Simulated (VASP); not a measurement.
# Zr2TaGe2 (P4/mmm) in VASP: single point with PBE

Aim: the single point of Zr2TaGe2 with PBE.

Everything below comes from runs of VASP 6.6.1. Logs are shortened: lines on timing, memory, paths and dates and some standing lists are left out, and cuts for length are marked.

### 1 The cell of the first run

It takes space group P4/mmm (No. 123, tetragonal). Conventional cell: a = 5.309 Å, b = 5.309 Å, c = 4.819 Å, α = 90.00°, β = 90.00°, γ = 90.00°. Within 3.6 Å of Zr (site symmetry mmm) lie 4 Ge at 2.65 Å and 4 Ta at 3.58 Å. Ta (site symmetry 4/mmm) has 2 Ge at 2.41 Å within 3.2 Å. Ge (site symmetry 4/mmm) has 2 Ta at 2.41 Å and 4 Zr at 2.65 Å within 3.2 Å. Ge (site symmetry 4/mmm) has 4 Zr at 2.65 Å within 3.5 Å.

The cell was generated, and may not be a known phase.

### 2 Single point, PBE, collinear spin

File INCAR:

```
PREC     = Accurate       # precision mode
ENCUT    = 620            # plane-wave cutoff, eV
EDIFF    = 1E-6           # SCF threshold, eV
ISMEAR   = 0              # smearing method
SIGMA    = 0.1            # smearing width, eV
LREAL    = False          # projectors in reciprocal space
LASPH    = True           # aspherical terms in the spheres
NELM     = 300            # most SCF steps
ALGO     = All            # electronic algorithm
ISIF     = 2              # what is computed and relaxed
LWAVE    = False          # write WAVECAR
LCHARG   = False          # write CHGCAR
ISPIN    = 2              # spin polarisation
MAGMOM   = 1 1 0 0 0      # initial moments
LORBIT   = 11             # projections on sites
LMAXMIX  = 4              # l up to which the mixer works
GGA      = PE             # functional
NBANDS   = 44             # bands
GGA_COMPAT= False        
ISEARCH  = 1            
KPAR     = 4
```

File KPOINTS:

```
Automatic mesh
0
Gamma
  4 4 4
```

File POSCAR:

```
Zr2TaGe2
1.0
    5.3086736177      0.0000000000      0.0000000000
    0.0000000000      5.3086736177      0.0000000000
    0.0000000000      0.0000000000      4.8190538914
Zr Ta Ge
2 1 2
Direct
    0.0000000000      0.5000000000      0.0000000000
    0.5000000000      0.0000000000      0.0000000000
    0.5000000000      0.5000000000      0.5000000000
    0.5000000000      0.5000000000      0.0000000000
    0.0000000000      0.0000000000      0.0000000000
```

Potentials or basis: VASP PAW PBE potentials, release 64 (Zr_sv, Ta_pv, Ge_d).

The run is started by

```bash
$ cat potpaw_PBE.64/Zr_sv/POTCAR potpaw_PBE.64/Ta_pv/POTCAR potpaw_PBE.64/Ge_d/POTCAR > POTCAR
$ mpirun -np 4 vasp_std > vasp.out
```

OUTCAR:

```text
PREC = Accurate
   ENCUT = 620
   EDIFF = 1E-6
   ISMEAR = 0
   LREAL = False
   LASPH = True
   NELM = 300
   ISIF = 2
   ISPIN = 2
   LORBIT = 11
   GGA = PE

 ion  position               nearest neighbor table
   1  0.000  0.500  0.000-   4 2.65   5 2.65   5 2.65   4 2.65   3 3.58   3 3.58   3 3.58   3 3.58
                             2 3.75   2 3.75   2 3.75   2 3.75
   2  0.500  0.000  0.000-   4 2.65   5 2.65   4 2.65   5 2.65   3 3.58   3 3.58   3 3.58   3 3.58
                             1 3.75   1 3.75   1 3.75   1 3.75
   3  0.500  0.500  0.500-   4 2.41   4 2.41   1 3.58   1 3.58   2 3.58   2 3.58   2 3.58   2 3.58
                             1 3.58   1 3.58
   4  0.500  0.500  0.000-   3 2.41   3 2.41   1 2.65   2 2.65   2 2.65   1 2.65
   5  0.000  0.000  0.000-   1 2.65   2 2.65   1 2.65   2 2.65

  LATTYP: Found a simple tetragonal cell.
 ALAT       =     5.3086736177
 C/A-ratio  =     0.9077698571

  Lattice vectors:

 A1 = (   5.3086736177,   0.0000000000,   0.0000000000)
 A2 = (   0.0000000000,   5.3086736177,   0.0000000000)
 A3 = (   0.0000000000,   0.0000000000,   4.8190538914)

Analysis of symmetry for initial positions (statically):
=====================================================================
 Subroutine PRICEL returns:
 Original cell was already a primitive cell.

 Routine SETGRP: Setting up the symmetry group for a
 simple tetragonal supercell.

 Subroutine GETGRP returns: Found 16 space group operations
 (whereof 16 operations were pure point group operations)
 out of a pool of 16 trial point group operations.

The static configuration has the point symmetry D_4h.

Analysis of symmetry for dynamics (positions and initial velocities):
=====================================================================
 Subroutine PRICEL returns:
 Original cell was already a primitive cell.

 Routine SETGRP: Setting up the symmetry group for a
 simple tetragonal supercell.

 Subroutine GETGRP returns: Found 16 space group operations
 (whereof 16 operations were pure point group operations)
 out of a pool of 16 trial point group operations.

The dynamic configuration has the point symmetry D_4h.

Analysis of structural, dynamic, and magnetic symmetry:
=====================================================================
 Subroutine PRICEL returns:
 Original cell was already a primitive cell.

 Routine SETGRP: Setting up the symmetry group for a
 simple tetragonal supercell.

 Subroutine GETGRP returns: Found 16 space group operations
 (whereof 16 operations were pure point group operations)
 out of a pool of 16 trial point group operations.

The overall configuration has the point symmetry D_4h.

 Subroutine INISYM returns: Found 16 space group operations
 (whereof 16 operations are pure point group operations),
 and found     1 'primitive' translations

----------------------------------------------------------------------------------------

                                     Primitive cell

  volume of cell :     135.8107

  direct lattice vectors                    reciprocal lattice vectors
     5.308673618  0.000000000  0.000000000     0.188370970  0.000000000  0.000000000
     0.000000000  5.308673618  0.000000000     0.000000000  0.188370970  0.000000000
     0.000000000  0.000000000  4.819053891     0.000000000  0.000000000  0.207509611

  length of vectors
     5.308673618  5.308673618  4.819053891     0.188370970  0.188370970  0.207509611

  position of ions in fractional coordinates (direct lattice)
     0.000000000  0.500000000  0.000000000
     0.500000000  0.000000000  0.000000000
     0.500000000  0.500000000  0.500000000
     0.500000000  0.500000000  0.000000000
     0.000000000  0.000000000  0.000000000

  ion indices of the primitive-cell ions
   primitive index   ion index
                 1           1
                 2           2
                 3           3
                 4           4
                 5           5

----------------------------------------------------------------------------------------

 KPOINTS: Automatic mesh
[... 26 lines left out ...]
  0.250000  0.000000  0.000000      4.000000
  0.500000  0.000000  0.000000      2.000000
  0.250000  0.250000  0.000000      4.000000
  0.500000  0.250000  0.000000      4.000000
  0.500000  0.500000  0.000000      1.000000
[... 10 lines left out ...]
  0.500000  0.250000  0.500000      4.000000
  0.500000  0.500000  0.500000      1.000000
   k-points           NKPTS =     18   k-points in BZ     NKDIM =     18   number of bands    NBANDS=     44
   number of dos      NEDOS =    301   number of ions     NIONS =      5
   total plane-waves  NPLWV =  92160
   dimension x,y,z NGX =    48 NGY =   48 NGZ =   40
   dimension x,y,z NGXF=    96 NGYF=   96 NGZF=   80
   ions per type =               2   1   2
   NGX,Y,Z   is equivalent  to a cutoff of  15.03, 15.03, 13.80 a.u.
   NGXF,Y,Z  is equivalent  to a cutoff of  30.06, 30.06, 27.60 a.u.
 SYSTEM =  unknown system
   PREC   = accura    normal or accurate (medium, high low for compatibility)
   ISTART =      0    job   : 0-new  1-cont  2-samecut
   ICHARG =      2    charge: 1-file 2-atom 10-const
   ISPIN  =      2    spin polarized calculation?
   LNONCOLLINEAR =      F non collinear calculations
   LSORBIT =      F    spin-orbit coupling
   LASPH  =      T    aspherical Exc in radial PAW
   ENCUT  =  620.0 eV  45.57 Ry    6.75 a.u.  10.78 10.78  9.78*2*pi/ulx,y,z
   NELM   =    300;   NELMIN=  2; NELMDL= -5     # of ELM steps
   EDIFF  = 0.1E-05   stopping-criterion for ELM
   LREAL  =      F    real-space projection
   EDIFFG = 0.1E-04   stopping-criterion for IOM
   NSW    =      0    number of steps for IOM
   IBRION =     -1    ionic relax: 0-MD 1-quasi-New 2-CG
   NFREE  =      0    steps in history (QN), initial steepest desc. (CG)
   ISIF   =      2    stress and relaxation
   ISYM   =      2    0-nonsym 1-usesym 2-fastsym
   POTIM  = 0.5000    time-step for ionic-motion
   TEBEG  =    0.0;   TEEND  =   0.0 temperature during run
   PSTRESS=    0.0 pullay stress
   NELECT =      63.0000    total number of electrons
   NUPDOWN=      -1.0000    fix difference up-down
   EMIN   =  10.00;   EMAX   =-10.00  energy-range for DOS
   EFERMI =   0.00;   METHOD = LEGACY
   ISMEAR =     0;   SIGMA  =   0.10  broadening in eV -4-tet -1-fermi 0-gaus
   EFERMI_NEDOS =   21; number of points for ismear=-14 and -15
   IALGO  =     58    algorithm
   IMIX   =      4    mixing-type and parameters
     AMIX     =   0.40;   BMIX     =  1.00
     AMIX_MAG =   1.60;   BMIX_MAG =  1.00
  volume/ion in A,a.u.               =      27.16       183.30
  Fermi-wavevector in a.u.,A,eV,Ry     =   1.267293  2.394837 21.851389  1.606032
  Thomas-Fermi vector in A             =   2.400449
   LORBIT       =     11    0 simple, 1 ext, 2 COOP (PROOUT), +10 PAW based schemes
   GGA     = PE    functional components
   LHFCALC =     F    Hartree Fock is set to
   AEXX    =    0.0000 exact exchange contribution
   IVDW    =     0    specifies the selected vdW correction
   LEPSILON=     F    determine dielectric tensor
   LRPA    =     F    only Hartree local field effects (RPA)
 spin polarized calculation
 Gauss-broadening in eV      SIGMA  =   0.10
  energy-cutoff  :      620.00
  volume of cell :      135.81
 maximum number of plane-waves:      4786
 NGX is ok and might be reduce to    48
   NGX = 21   NGY = 21   NGZ = 19

 number of electron      63.0000009 magnetization       0.3066822

 Free energy of the ion-electron system (eV)
  ---------------------------------------------------
  ext. energy  EPLUGINS =         0.00000000
  ---------------------------------------------------
  free energy    TOTEN  =       -34.86727495 eV

  energy without entropy =      -34.84643876  energy(sigma->0) =      -34.85685686

 E-fermi :   4.5778     XC(G=0):  -9.7668

 val. band max:        4.5773238379   @ k =   0.5000   0.2500   0.0000
 cond. band min:       4.5895609100   @ k =   0.2500   0.2500   0.5000
 fundamental gap:      0.0122370720
 Fermi energy:         4.5778052270

 spin component 1

 k-point     1 :       0.0000    0.0000    0.0000
  band No.  band energies     occupation
      1     -44.5214      1.00000
      2     -44.5077      1.00000
      3     -30.5363      1.00000
      4     -30.5362      1.00000
      5     -30.3243      1.00000
      6     -22.6195      1.00000
[... 817 lines left out ...]
     42       8.5079      0.00000
     43       8.5079      0.00000
 Fermi energy:         4.5778052270

 spin component 2

 k-point     1 :       0.0000    0.0000    0.0000
  band No.  band energies     occupation
      1     -44.5195      1.00000
      2     -44.5059      1.00000
      3     -30.3915      1.00000
      4     -30.3915      1.00000
      5     -30.2496      1.00000
      6     -22.6180      1.00000
[... 817 lines left out ...]
     42       8.5483      0.00000
     43       8.5483      0.00000
 [bands above 43 left out]

------------------------ aborting loop because EDIFF is reached ----------------------------------------

  FORCE on cell =-STRESS in cart. coord.  units (eV):
  Direction    XX          YY          ZZ          XY          YZ          ZX
  --------------------------------------------------------------------------------------
  -------------------------------------------------------------------------------------
  Total        0.1064195      0.1064195      0.0877600      0.0000000      0.0000000      0.0000000
  in kB        1.2554453      1.2554453      1.0353167      0.0000000      0.0000000      0.0000000
  external PRESSURE =       1.1820691 kB  Pullay stress =       0.0000000 kB

 VOLUME and BASIS-vectors are now :
 -----------------------------------------------------------------------------
  energy-cutoff  :      620.00
  volume of cell :      135.81
      direct lattice vectors                 reciprocal lattice vectors
     5.308673618  0.000000000  0.000000000     0.188370970  0.000000000  0.000000000
     0.000000000  5.308673618  0.000000000     0.000000000  0.188370970  0.000000000
     0.000000000  0.000000000  4.819053891     0.000000000  0.000000000  0.207509611

 POSITION                                       TOTAL-FORCE (eV/Angst)
 -----------------------------------------------------------------------------------
      0.00000      2.65434      0.00000         0.000000      0.000000      0.000000
      2.65434      0.00000      0.00000         0.000000      0.000000      0.000000
      2.65434      2.65434      2.40953         0.000000      0.000000      0.000000
      2.65434      2.65434      0.00000         0.000000      0.000000      0.000000
      0.00000      0.00000      0.00000         0.000000      0.000000      0.000000
 -----------------------------------------------------------------------------------
    total drift:                                0.000000      0.000000      0.000000

  FREE ENERGIE OF THE ION-ELECTRON SYSTEM (eV)
  ---------------------------------------------------
  free  energy   TOTEN  =       -34.8672749530 eV

  energy  without entropy=      -34.8464441017  energy(sigma->0) =      -34.85685953

 total charge

# of ion       s       p       d       tot
------------------------------------------
    1        2.158   5.968   1.624   9.751
    2        2.158   5.968   1.624   9.751
    3        0.330   6.088   2.242   8.660
    4        1.171   1.553  10.071  12.795
    5        1.198   1.234   9.993  12.425
--------------------------------------------------
tot          7.016  20.811  25.554  53.381

 magnetization (x)

# of ion       s       p       d       tot
------------------------------------------
    1       -0.001   0.001   0.003   0.003
    2       -0.001   0.001   0.003   0.003
    3        0.006   0.003   0.187   0.196
    4       -0.001  -0.005   0.003  -0.003
    5       -0.000  -0.004  -0.000  -0.004
--------------------------------------------------
tot          0.003  -0.005   0.196   0.195
```

It took 3.1 min on 4 MPI ranks of Intel Xeon 6975P-C (Granite Rapids), shared host; peak memory 0.71 GiB.

Results:

* Free energy: -34.8673 eV
* Pressure: 0.1 GPa
* Net moment: 0.31 μB per cell
* Site moments: Zr +0.00; Ta +0.20; Ge -0.00 μB
* Valence electrons inside the program's atomic spheres: Zr 9.75; Ta 8.66; Ge 12.79, 12.43

Caveat: a moment this small can come from the mesh or the smearing; spin-orbit coupling is left out, which moves the levels of the heavy elements.
